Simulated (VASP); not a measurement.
# BiIr (zincblende type) (F-43m) in VASP: further runs

BiIr (zincblende type) is run at these levels: PBEsol; tasks: single point.

Everything below comes from runs of VASP 6.6.1. Logs are shortened: lines on timing, memory, paths and dates and some standing lists are left out, and cuts for length are marked.

## (1) The cell of the first run

The structure is cubic, space group F-43m (No. 216). The conventional cell has a = 5.706 Å, b = 5.706 Å, c = 5.706 Å, α = 90.00°, β = 90.00°, γ = 90.00°. Ir (site symmetry -43m) has 4 Bi at 2.47 Å within 3.3 Å. Bi (site symmetry -43m) has 4 Ir at 2.47 Å within 3.3 Å.

## (2) Single point, PBEsol (volume scaled by 0.84)

INCAR reads:

```
PREC = Accurate
ENCUT = 520
EDIFF = 1E-7
ISMEAR = -1
SIGMA = 0.1
LREAL = False
LASPH = True
NELM = 100
ALGO = Normal
ISIF = 2
LWAVE = False
LCHARG = False
GGA = PS
NBANDS = 19
```

KPOINTS reads:

```
regular mesh
0
Gamma
  12 12 12
```

POSCAR reads:

```
BiIr
1.0
    0.0000000000      2.8532032803      2.8532032803
    2.8532032803      0.0000000000      2.8532032803
    2.8532032803      2.8532032803      0.0000000000
Ir Bi
1 1
Direct
    0.0000000000      0.0000000000      0.0000000000
    0.2500000000      0.2500000000      0.2500000000
```

Potentials or basis: VASP PAW PBE potentials, release 64 (Ir, Bi_d).

On the command line:

```bash
cat potpaw_PBE.64/Ir/POTCAR potpaw_PBE.64/Bi_d/POTCAR > POTCAR
mpirun -np 1 vasp_std > vasp.out
```

OUTCAR:

```text
PREC = Accurate
   ENCUT = 520
   EDIFF = 1E-7
   ISMEAR = -1
   LREAL = False
   LASPH = True
   NELM = 100
   ISIF = 2
   GGA = PS

 ion  position               nearest neighbor table
   1  0.000  0.000  0.000-   2 2.47   2 2.47   2 2.47   2 2.47
   2  0.250  0.250  0.250-   1 2.47   1 2.47   1 2.47   1 2.47

  LATTYP: Found a face centered cubic cell.
 ALAT       =     5.7064065606

  Lattice vectors:

 A1 = (   0.0000000000,   2.8532032803,   2.8532032803)
 A2 = (   2.8532032803,   0.0000000000,   2.8532032803)
 A3 = (   2.8532032803,   2.8532032803,   0.0000000000)

Analysis of symmetry for initial positions (statically):
=====================================================================
 Subroutine PRICEL returns:
 Original cell was already a primitive cell.

 Routine SETGRP: Setting up the symmetry group for a
 face centered cubic supercell.

 Subroutine GETGRP returns: Found 24 space group operations
 (whereof 24 operations were pure point group operations)
 out of a pool of 48 trial point group operations.

The static configuration has the point symmetry T_d .

Analysis of symmetry for dynamics (positions and initial velocities):
=====================================================================
 Subroutine PRICEL returns:
 Original cell was already a primitive cell.

 Routine SETGRP: Setting up the symmetry group for a
 face centered cubic supercell.

 Subroutine GETGRP returns: Found 24 space group operations
 (whereof 24 operations were pure point group operations)
 out of a pool of 48 trial point group operations.

The dynamic configuration has the point symmetry T_d .

 Subroutine INISYM returns: Found 24 space group operations
 (whereof 24 operations are pure point group operations),
 and found     1 'primitive' translations

----------------------------------------------------------------------------------------

                                     Primitive cell

  volume of cell :      46.4545

  direct lattice vectors                    reciprocal lattice vectors
     0.000000000  2.853203280  2.853203280    -0.175241632  0.175241632  0.175241632
     2.853203280  0.000000000  2.853203280     0.175241632 -0.175241632  0.175241632
     2.853203280  2.853203280  0.000000000     0.175241632  0.175241632 -0.175241632

  length of vectors
     4.035038775  4.035038775  4.035038775     0.303527411  0.303527411  0.303527411

  position of ions in fractional coordinates (direct lattice)
     0.000000000  0.000000000  0.000000000
     0.250000000  0.250000000  0.250000000

  ion indices of the primitive-cell ions
   primitive index   ion index
                 1           1
                 2           2

----------------------------------------------------------------------------------------

 KPOINTS: regular mesh

Automatic generation of k-mesh.
 Grid dimensions read from file:
 generate k-points for:   12   12   12

 Generating k-lattice:

  Cartesian coordinates                     Fractional coordinates (reciprocal lattice)
    -0.014603469  0.014603469  0.014603469     0.083333333  0.000000000  0.000000000
     0.014603469 -0.014603469  0.014603469     0.000000000  0.083333333  0.000000000
     0.014603469  0.014603469 -0.014603469     0.000000000  0.000000000  0.083333333

  Length of vectors
     0.025293951  0.025293951  0.025293951

  Shift w.r.t. Gamma in fractional coordinates (k-lattice)
     0.000000000  0.000000000  0.000000000

 Subroutine IBZKPT returns following result:
 ===========================================

 Found     72 irreducible k-points:

 Following reciprocal coordinates:
            Coordinates               Weight
  0.000000  0.000000  0.000000      1.000000
  0.083333  0.000000  0.000000      8.000000
  0.166667  0.000000  0.000000      8.000000
  0.250000  0.000000  0.000000      8.000000
  0.333333  0.000000  0.000000      8.000000
  0.416667  0.000000  0.000000      8.000000
[... 16 lines left out ...]
  0.500000  0.166667  0.000000     24.000000
 -0.416667  0.166667  0.000000     24.000000
 [... further k-points ...]
   k-points           NKPTS =     72   k-points in BZ     NKDIM =     72   number of bands    NBANDS=     19
   number of dos      NEDOS =    301   number of ions     NIONS =      2
   total plane-waves  NPLWV =  27000
   dimension x,y,z NGX =    30 NGY =   30 NGZ =   30
   dimension x,y,z NGXF=    60 NGYF=   60 NGZF=   60
   ions per type =               1   1
   NGX,Y,Z   is equivalent  to a cutoff of  12.36, 12.36, 12.36 a.u.
   NGXF,Y,Z  is equivalent  to a cutoff of  24.72, 24.72, 24.72 a.u.
 SYSTEM =  unknown system
   PREC   = accura    normal or accurate (medium, high low for compatibility)
   ISTART =      0    job   : 0-new  1-cont  2-samecut
   ICHARG =      2    charge: 1-file 2-atom 10-const
   ISPIN  =      1    spin polarized calculation?
   LNONCOLLINEAR =      F non collinear calculations
   LSORBIT =      F    spin-orbit coupling
   LASPH  =      T    aspherical Exc in radial PAW
   ENCUT  =  520.0 eV  38.22 Ry    6.18 a.u.   7.50  7.50  7.50*2*pi/ulx,y,z
   NELM   =    100;   NELMIN=  2; NELMDL= -5     # of ELM steps
   EDIFF  = 0.1E-06   stopping-criterion for ELM
   LREAL  =      F    real-space projection
   EDIFFG = 0.1E-05   stopping-criterion for IOM
   NSW    =      0    number of steps for IOM
   IBRION =     -1    ionic relax: 0-MD 1-quasi-New 2-CG
   NFREE  =      0    steps in history (QN), initial steepest desc. (CG)
   ISIF   =      2    stress and relaxation
   ISYM   =      2    0-nonsym 1-usesym 2-fastsym
   POTIM  = 0.5000    time-step for ionic-motion
   TEBEG  =    0.0;   TEEND  =   0.0 temperature during run
   PSTRESS=    0.0 pullay stress
   NELECT =      24.0000    total number of electrons
   NUPDOWN=      -1.0000    fix difference up-down
   EMIN   =  10.00;   EMAX   =-10.00  energy-range for DOS
   EFERMI =   0.00;   METHOD = LEGACY
   ISMEAR =    -1;   SIGMA  =   0.10  broadening in eV -4-tet -1-fermi 0-gaus
   EFERMI_NEDOS =   21; number of points for ismear=-14 and -15
   IALGO  =     38    algorithm
   IMIX   =      4    mixing-type and parameters
     AMIX     =   0.40;   BMIX     =  1.00
     AMIX_MAG =   1.60;   BMIX_MAG =  1.00
  volume/ion in A,a.u.               =      23.23       156.75
  Fermi-wavevector in a.u.,A,eV,Ry     =   1.313618  2.482379 23.478120  1.725593
  Thomas-Fermi vector in A             =   2.443928
   LORBIT       =      0    0 simple, 1 ext, 2 COOP (PROOUT), +10 PAW based schemes
   GGA     = PS    functional components
   LHFCALC =     F    Hartree Fock is set to
   AEXX    =    0.0000 exact exchange contribution
   IVDW    =     0    specifies the selected vdW correction
   LEPSILON=     F    determine dielectric tensor
   LRPA    =     F    only Hartree local field effects (RPA)
 non-spin polarized calculation
  energy-cutoff  :      520.00
  volume of cell :       46.45
 maximum number of plane-waves:      1283
   NGX = 15   NGY = 15   NGZ = 15

 number of electron      23.9999993 magnetization

 Free energy of the ion-electron system (eV)
  ---------------------------------------------------
  ext. energy  EPLUGINS =         0.00000000
  ---------------------------------------------------
  free energy    TOTEN  =       -11.97975941 eV

  energy without entropy =      -11.94415523  energy(sigma->0) =      -11.96195732

 E-fermi :   7.5536     XC(G=0): -11.2020

 val. band max:        7.5522881157   @ k =  -0.4167   0.3333   0.1667
 cond. band min:       7.5894322805   @ k =   0.3333   0.0833   0.0000
 fundamental gap:      0.0371441648
 Fermi energy:         7.5535715622

 k-point     1 :       0.0000    0.0000    0.0000
  band No.  band energies     occupation
      1     -15.2218      2.00000
      2     -15.2218      2.00000
      3     -15.2218      2.00000
      4     -15.1459      2.00000
      5     -15.1459      2.00000
      6      -5.7200      2.00000
[... 11 lines left out ...]
     18      15.1032      0.00000
     19      16.3324      0.00000

 k-point     2 :       0.0833    0.0000    0.0000
  band No.  band energies     occupation
      1     -15.2245      2.00000
      2     -15.2223      2.00000
      3     -15.2223      2.00000
      4     -15.1444      2.00000
      5     -15.1444      2.00000
      6      -5.6427      2.00000
[... 11 lines left out ...]
     18      15.4363      0.00000
     19      17.2049      0.00000

 k-point     3 :       0.1667    0.0000    0.0000
  band No.  band energies     occupation
      1     -15.2319      2.00000
      2     -15.2234      2.00000
      3     -15.2234      2.00000
      4     -15.1409      2.00000
      5     -15.1409      2.00000
      6      -5.4217      2.00000
[... 11 lines left out ...]
     18      15.9777      0.00000
     19      17.5230      0.00000

 k-point     4 :       0.2500    0.0000    0.0000
  band No.  band energies     occupation
      1     -15.2423      2.00000
      2     -15.2238      2.00000
      3     -15.2238      2.00000
      4     -15.1370      2.00000
      5     -15.1370      2.00000
      6      -5.0937      2.00000
[... 11 lines left out ...]
     18      16.4271      0.00000
     19      17.6550      0.00000

 k-point     5 :       0.3333    0.0000    0.0000
  band No.  band energies     occupation
      1     -15.2528      2.00000
      2     -15.2233      2.00000
      3     -15.2233      2.00000
      4     -15.1341      2.00000
      5     -15.1341      2.00000
      6      -4.7282      2.00000
[... 11 lines left out ...]
     18      16.7049      0.00000
     19      18.4759      0.00000

 k-point     6 :       0.4167    0.0000    0.0000
  band No.  band energies     occupation
      1     -15.2606      2.00000
      2     -15.2223      2.00000
      3     -15.2223      2.00000
      4     -15.1325      2.00000
      5     -15.1325      2.00000
      6      -4.4299      2.00000
[... 11 lines left out ...]
     18      16.8378      0.00000
     19      19.9060      0.00000

 k-point     7 :       0.5000    0.0000    0.0000
  band No.  band energies     occupation
      1     -15.2634      2.00000
      2     -15.2218      2.00000
      3     -15.2218      2.00000
      4     -15.1320      2.00000
      5     -15.1320      2.00000
      6      -4.3127      2.00000
[... 11 lines left out ...]
     18      16.8758      0.00000
     19      20.7814      0.00000

 k-point     8 :       0.0833    0.0833    0.0000
  band No.  band energies     occupation
      1     -15.2277      2.00000
      2     -15.2213      2.00000
      3     -15.2213      2.00000
      4     -15.1447      2.00000
      5     -15.1432      2.00000
      6      -5.6168      2.00000
[... 256 lines left out ...]
 k-point    20 :       0.2500    0.1667    0.0000
  band No.  band energies     occupation
      1     -15.2499      2.00000
      2     -15.2214      2.00000
      3     -15.2196      2.00000
      4     -15.1420      2.00000
      5     -15.1312      2.00000
      6      -5.0727      2.00000
[... 11 lines left out ...]
     18      17.5222      0.00000
     19      18.5190      0.00000

 k-point    21 :       0.3333    0.1667    0.0000
  band No.  band energies     occupation
      1     -15.2555      2.00000
      2     -15.2258      2.00000
      3     -15.2193      2.00000
      4     -15.1394      2.00000
      5     -15.1274      2.00000
      6      -4.7463      2.00000
[... 11 lines left out ...]
     18      17.8400      0.00000
     19      19.1932      0.00000

 k-point    22 :       0.4167    0.1667    0.0000
  band No.  band energies     occupation
      1     -15.2589      2.00000
      2     -15.2304      2.00000
      3     -15.2196      2.00000
      4     -15.1365      2.00000
      5     -15.1253      2.00000
      6      -4.4200      2.00000
[... 11 lines left out ...]
     18      17.9117      0.00000
     19      19.1421      0.00000

 k-point    23 :       0.5000    0.1667    0.0000
  band No.  band energies     occupation
      1     -15.2602      2.00000
      2     -15.2327      2.00000
      3     -15.2208      2.00000
      4     -15.1341      2.00000
      5     -15.1248      2.00000
      6      -4.1976      2.00000
[... 11 lines left out ...]
     18      17.9190      0.00000
     19      19.2246      0.00000

 k-point    24 :      -0.4167    0.1667    0.0000
  band No.  band energies     occupation
      1     -15.2588      2.00000
      2     -15.2326      2.00000
      3     -15.2231      2.00000
      4     -15.1326      2.00000
      5     -15.1259      2.00000
      6      -4.1671      2.00000
[... 11 lines left out ...]
     18      18.7697      0.00000
     19      19.8745      0.00000

 [... further k-points ...]
[... 5 lines left out ...]
  --------------------------------------------------------------------------------------
  -------------------------------------------------------------------------------------
  Total        7.7294807      7.7294807      7.7294807      0.0000000      0.0000000     -0.0000000
  in kB      266.5831911    266.5831911    266.5831911      0.0000000      0.0000000     -0.0000000
  external PRESSURE =     266.5831911 kB  Pullay stress =       0.0000000 kB

 VOLUME and BASIS-vectors are now :
 -----------------------------------------------------------------------------
  energy-cutoff  :      520.00
  volume of cell :       46.45
      direct lattice vectors                 reciprocal lattice vectors
     0.000000000  2.853203280  2.853203280    -0.175241632  0.175241632  0.175241632
     2.853203280  0.000000000  2.853203280     0.175241632 -0.175241632  0.175241632
     2.853203280  2.853203280  0.000000000     0.175241632  0.175241632 -0.175241632

 POSITION                                       TOTAL-FORCE (eV/Angst)
 -----------------------------------------------------------------------------------
      0.00000      0.00000      0.00000         0.000000      0.000000      0.000000
      1.42660      1.42660      1.42660        -0.000000     -0.000000     -0.000000
 -----------------------------------------------------------------------------------
    total drift:                               -0.000000     -0.000000     -0.000000

  FREE ENERGIE OF THE ION-ELECTRON SYSTEM (eV)
  ---------------------------------------------------
  free  energy   TOTEN  =       -11.9797594052 eV

  energy  without entropy=      -11.9441552304  energy(sigma->0) =      -11.96195732
```

Wall time 43 s (1 thread of Intel Xeon Platinum 8488C (Sapphire Rapids), shared host); peak memory 0.21 GiB.

Results:

```yaml
Free_energy: -11.9798 eV
Pressure: 26.7 GPa
Band_gap_on_the_k_mesh: zero (band 12 reaches 10.98 eV, above the bottom of band 13 at 6.76 eV)
```

Levels at points of the mesh, in eV from the Fermi level:
| k point | band 9 | band 10 | band 11 | band 12 | band 13 | band 14 | band 15 | band 16 |
| --- | --- | --- | --- | --- | --- | --- | --- | --- |
| (0.00, 0.00, 0.00) | -4.30 | -2.02 | -2.02 | 3.42 | 6.37 | 6.37 | 6.37 | 7.55 |
| (0.50, 0.00, 0.00) | -3.94 | -1.94 | -1.94 | -1.69 | 3.14 | 3.14 | 4.58 | 8.64 |
| (0.50, 0.50, 0.00) | -2.76 | -2.34 | -2.01 | -1.43 | -0.18 | -0.18 | 5.87 | 5.94 |

Caveat: the PAW data sets were made with another functional, which shifts forces and pressure a little; spin-orbit coupling is left out, which moves the levels of the heavy elements.

## (3) Single point, PBEsol (volume scaled by 0.92)

INCAR reads:

```
SYSTEM = BiIr
PREC = Accurate ; ENCUT = 520
EDIFF = 1E-7 ; ISMEAR = -1
SIGMA = 0.1 ; LREAL = .FALSE.
LASPH = .TRUE. ; NELM = 100
ALGO = Normal ; ISIF = 2
LWAVE = .FALSE. ; LCHARG = .FALSE.
GGA = PS ; NBANDS = 19
```

KPOINTS reads:

```
Automatic mesh
0
G
  12 12 12
  0 0 0
```

POSCAR reads:

```
BiIr
1.0
    0.0000000000      2.9410487846      2.9410487846
    2.9410487846      0.0000000000      2.9410487846
    2.9410487846      2.9410487846      0.0000000000
Ir Bi
1 1
Direct
    0.0000000000      0.0000000000      0.0000000000
    0.2500000000      0.2500000000      0.2500000000
```

Potentials or basis: VASP PAW PBE potentials, release 64 (Ir, Bi_d).

On the command line:

```bash
cat potpaw_PBE.64/Ir/POTCAR potpaw_PBE.64/Bi_d/POTCAR > POTCAR
mpirun -np 1 vasp_std > vasp.out
```

Run time: 34 s. Hardware: 1 thread of Intel Xeon Platinum 8488C (Sapphire Rapids), shared host; peak memory 0.22 GiB.

The run converged. Its results:

```
Free energy            : -12.4732 eV
Pressure               : 10.2 GPa
Band gap on the k mesh : zero (band 12 reaches 9.34 eV, above the bottom of band 13 at 5.70 eV)
```

Levels at points of the mesh, in eV from the Fermi level:
```
           k point  band 9  band 10  band 11  band 12  band 13  band 14  band 15  band 16
(0.00, 0.00, 0.00)   -3.88    -1.79    -1.79     2.92     5.69     5.69     5.69     7.17
(0.50, 0.00, 0.00)   -3.55    -1.71    -1.71    -1.52     2.87     2.87     4.22     8.30
(0.50, 0.50, 0.00)   -2.55    -2.02    -1.72    -1.37    -0.07    -0.07     5.40     5.65
```

Caveat: the PAW data sets were made with another functional, which shifts forces and pressure a little; spin-orbit coupling is left out, which moves the levels of the heavy elements.
